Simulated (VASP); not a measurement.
Set up this calculation in VASP 6.6.1, as the native input.

- Task: single point
- Functional: PBE
- Dispersion: D3(BJ)
- Potentials or basis: VASP PAW PBE potentials, release 64 (O, H, S)
- Cutoff: 520 eV
- k mesh: 1 × 1 × 1
- Occupations: fermi-dirac, width 0.02 eV
- Spin: no spin polarisation
- Dipole correction: no
- Further INCAR settings: ALGO = Normal; EDIFF = 1e-06; NBANDS = 55

The structure of H18SO8 lies in POSCAR:

```
H18SO8
1.0
    5.8212700000      0.0000000000      0.0000000000
    0.0000000000      5.8212700000      0.0000000000
    0.0000000000      0.0000000000      5.8212700000
O H S
8 18 1
Direct
    0.6449795320      0.7088487564      0.1126558294
   -0.0478246156      1.0038015759      0.2350346230
    0.3729254956      0.7914424172      0.8083287667
    0.8563079878      0.0397164193      0.6490851653
    0.7168710608      0.4492490470      0.4918170777
    0.2628807803      0.2190071926      0.9287664032
    0.4158027372      0.1020911244      0.4880378337
    0.9559254252      0.6564203344      0.7813415286
    0.5289052045      0.7709486074      0.0003607460
    0.7837808588      0.6857266541      0.0052394065
    0.0656042410      0.8854940589      0.2632071696
   -0.1786895299      0.9074652095      0.1694303820
    0.2395868943      0.6803498206      0.8103729942
    0.3844006548      0.8352816482      0.6487244192
    0.8760803055      0.0386685380      0.4723196141
    0.7018743333      0.0549364658      0.6784945553
    0.6543073934      0.5314476051      0.3493052203
    0.6072901618      0.3181092786      0.4964380625
    0.1073992445      0.1711653986      0.9661293841
    0.3223523389      0.0645048245      0.8944783527
    0.3271966427      0.2350518014      0.5610631357
    0.3860669579      0.1076740986      0.3235032905
    0.8813368904      0.5573869620      0.6652672011
    0.9357580047      0.8162995360      0.7243951921
    0.3042978594      0.4180359269      0.1640020133
   -0.0030577520      0.4095154494      0.2526424646
    0.1834994769      0.5455510567      0.3196553329
```

These files were run (other wordings do the same):

INCAR

```
PREC = Accurate
ENCUT = 520
EDIFF = 1E-6
ISMEAR = -1
SIGMA = 0.02
LREAL = F
LASPH = T
NELM = 120
ALGO = Normal
ISIF = 2
LWAVE = F
LCHARG = T
GGA = PE
IVDW = 12
LELF = T
LVHAR = T
NBANDS = 55
GGA_COMPAT = F
```

KPOINTS

```
regular mesh
0
Gamma
  1 1 1
```

Potentials or basis: VASP PAW PBE potentials, release 64 (O, H, S).

Run with:

```bash
$ cat potpaw_PBE.64/O/POTCAR potpaw_PBE.64/H/POTCAR potpaw_PBE.64/S/POTCAR > POTCAR
$ mpirun -np 1 vasp_gam > vasp.out
```

Results of the run:

| Property | Result |
| --- | --- |
| Pressure | 7.2 GPa |
| Largest force | 2.756 eV/Å |
| Dispersion energy per atom | -0.058 eV |

Caveat: the k points lie up to 1.08 Å⁻¹ apart; the atoms stand as in a frame of molecular dynamics.

Run time: 16 s on 1 thread of Intel(R) Xeon(R) 6975P-C (Granite Rapids) (shared host), peak memory 0.31 GiB.
